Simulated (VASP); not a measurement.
Here is a VASP 6.6.1 calculation.

The input INCAR:

```
PREC     = Accurate       # precision mode
ENCUT    = 520            # plane-wave cutoff, eV
EDIFF    = 1E-6           # SCF threshold, eV
ISMEAR   = 0              # smearing method
SIGMA    = 0.02           # smearing width, eV
LREAL    = False          # projectors in reciprocal space
LASPH    = True           # aspherical terms in the spheres
NELM     = 100            # most SCF steps
ALGO     = Normal         # electronic algorithm
ISIF     = 2              # what is computed and relaxed
LWAVE    = False          # write WAVECAR
LCHARG   = False          # write CHGCAR
GGA      = PS             # functional
NBANDS   = 35             # bands
```

Contents of KPOINTS:

```
regular mesh
0
Gamma
  12 12 2
```

The input POSCAR:

```
WSe2
1.0
    3.2711504077      0.0000000000      0.0000000000
   -1.6355752039      2.8328993527      0.0000000000
    0.0000000000      0.0000000000     13.2206680790
W Se
2 4
Direct
    0.3333333333      0.6666666667      0.2500000000
    0.6666666667      0.3333333333      0.7500000000
    0.3333333333      0.6666666667      0.6233861727
    0.6666666667      0.3333333333      0.1233861727
    0.3333333333      0.6666666667      0.8766138273
    0.6666666667      0.3333333333      0.3766138273
```

Potentials or basis: VASP PAW PBE potentials, release 64 (W_sv, Se).

Launch:

```console
$ cat potpaw_PBE.64/W_sv/POTCAR potpaw_PBE.64/Se/POTCAR > POTCAR
$ mpirun -np 1 vasp_std > vasp.out
```

(1) Estimate the largest force.

(2) What does it give for the band gap on the k mesh?

(3) Predict the pressure.

## Answers

(1) 0.065 eV/Å.

(2) 1.04 eV, indirect (least direct gap 1.59 eV).

(3) 0.4 GPa.

Caveat: the PAW data sets were made with another functional, which shifts forces and pressure a little; spin-orbit coupling is left out, which moves the levels of the heavy elements; this functional lacks dispersion, which binds the layers, so the pressure and a relaxed spacing across them are unreliable.

**Measured values to compare with.**

“Time-resolved XUV ARPES with tunable 24–33 eV laser pulses at 30 meV resolution”, 2019, pmc:6684652 reports, for a bulk crystal of WSe2: band gap 1.3 eV (indirect).

Against the measured gap of WSe2, 1.3 eV (indirect; “Time-resolved XUV ARPES with tunable 24–33 eV laser pulses at 30 meV resolution”, 2019, pmc:6684652), the calculated 1.04 eV is off by -0.26 eV. Spin-orbit coupling on Se, W is left out. The value is that of PBEsol on a finite k mesh, which can miss the band edges, without temperature or zero-point motion. Semilocal functionals fall short of measured gaps as a rule.
